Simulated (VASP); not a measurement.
**Rh: single point with LDA**

The system is Rh.

```
CELL_PARAMETERS angstrom
2.57946 0.00000 0.00000
-1.28973 2.23387 0.00000
0.00000 0.00000 8.43105
ATOMIC_POSITIONS crystal
Rh 0.00000 0.00000 0.00000
Rh 0.33333 0.66667 0.25000
Rh 0.00000 0.00000 0.50000
Rh 0.66667 0.33333 0.75000
```

```
Program                : VASP 6.6.1
Task                   : single point
Functional             : LDA
Potentials or basis    : VASP PAW LDA potentials, release 64 (Rh_pv)
Cutoff                 : 520 eV
k mesh                 : 10 × 10 × 3
Occupations            : fermi-dirac, width 0.15 eV
Spin                   : no spin polarisation
Dipole correction      : no
Further INCAR settings : ALGO = Normal; EDIFF = 1e-07; NBANDS = 38
```

The pressure is 36.1 GPa and the band gap on the k mesh is zero (band 30 reaches 15.24 eV, above the bottom of band 31 at 12.95 eV).

Stress tensor (GPa, compression positive):
```
36.02  0.00  0.00
 0.00 36.02  0.00
 0.00  0.00 36.29
```

Levels at points of the mesh, in eV from the Fermi level:
```tsv
k point	band 26	band 27	band 28	band 29	band 30	band 31	band 32	band 33
(0.00, 0.00, 0.00)	-3.24	-3.24	-1.76	-1.76	-1.05	-1.05	-0.42	-0.42
(0.50, 0.00, 0.00)	0.69	0.70	0.74	0.83	1.04	1.04	1.09	1.16
```

It took 35 s on 1 thread of Intel(R) Xeon(R) Platinum 8375C CPU @ 2.90GHz (Ice Lake) (shared host), peak memory 0.16 GiB.
